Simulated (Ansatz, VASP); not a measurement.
## Re: VASP beside Ansatz

```xyz
1
Lattice="2.5803 0.0000 0.0000 0.0000 2.5803 0.0000 0.0000 0.0000 2.5803" Properties=species:S:1:pos:R:3 pbc="T T T"
Re    0.0000    0.0000    0.0000
```

Alike in both runs: task single point; functional PBE; k mesh 12 × 12 × 12; occupations fermi-dirac, width 0.08 eV; non-collinear spin, spin-orbit coupling.

|  | VASP | Ansatz |
| --- | --- | --- |
| version | VASP 6.6.1 | Ansatz 0.2.0 |
| potentials or method | VASP PAW PBE potentials, release 64 (Re), cutoff 520 eV | all-electron LAPW |

```csv
,VASP,Ansatz,Ansatz less VASP
pressure (GPa),-0.3,0.8,+1.04
net moment per atom (μB),0.00,0.00,0.000
```

Ansatz ran all-electron here, and VASP with PAW potentials.
